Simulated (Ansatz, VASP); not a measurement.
This is a calculation of NaF for Ansatz 0.2.0.

The input input.yaml:

```yaml
crystal:
  lattice:
    - [0.0, 2.3505298169, 2.3505298169]
    - [2.3505298169, 0.0, 2.3505298169]
    - [2.3505298169, 2.3505298169, 0.0]
  atoms:
    - { symbol: Na, position: [0.0, 0.0, 0.0] }
    - { symbol: F, position: [0.5, 0.5, 0.5] }
hamiltonian:
  xc: lda
  pseudopotentials: { kind: paw }
kpoints:
  mp_grid: { grid: [8, 8, 8] }
scf:
  occupations: { method: fermi_dirac, width: 0.05 }
output:
  forces: true
  stress: true
  eigenvalues: true
```

Potentials or basis: Ansatz PAW.

Command:

```sh
$ ansatz run input.yaml --threads 1 --pin off --max-ram 3584MiB --backend cpu --events-out ev --progress --plain --runs-dir out
```

Q: Set up the same calculation for VASP 6.6.1. Potentials there: VASP PAW LDA potentials, release 64 (Na_pv, F).

A: As run (the cutoff follows the program's own potentials):

The input INCAR:

```
  PREC = Accurate
  ENCUT = 520
  EDIFF = 1E-7
  ISMEAR = -1
  SIGMA = 0.05
  LREAL = False
  LASPH = True
  NELM = 80
  ALGO = Normal
  ISIF = 2
  LWAVE = False
  LCHARG = True
  GGA = CA
  LELF = True
  LVHAR = True
  NBANDS = 14
```

KPOINTS

```
regular mesh
0
Gamma
  8 8 8
```

Contents of POSCAR:

```
NaF
1.0
    0.0000000000      2.3505298169      2.3505298169
    2.3505298169      0.0000000000      2.3505298169
    2.3505298169      2.3505298169      0.0000000000
Na F
1 1
Direct
    0.0000000000      0.0000000000      0.0000000000
    0.5000000000      0.5000000000      0.5000000000
```

Potentials or basis: VASP PAW LDA potentials, release 64 (Na_pv, F).

Launch:

```bash
$ cat potpaw_LDA.64/Na_pv/POTCAR potpaw_LDA.64/F/POTCAR > POTCAR
$ mpirun -np 1 vasp_std > vasp.out
```

Both were run:

|  | VASP | Ansatz | Ansatz less VASP |
| --- | --- | --- | --- |
| gap on the k mesh at the Fermi level (eV) | 5.74 | 5.76 | +0.021 |
| least direct gap on the mesh (eV) | 5.74 | 5.76 | +0.021 |
| pressure (GPa) | -5.9 | -5.9 | +0.09 |

LDA's correlation is that of Perdew and Zunger in VASP and of Perdew and Wang (1992) in Ansatz. VASP's potentials hold 14 valence electrons a cell and Ansatz's 16, so a difference there can come from the potentials and not from the codes.
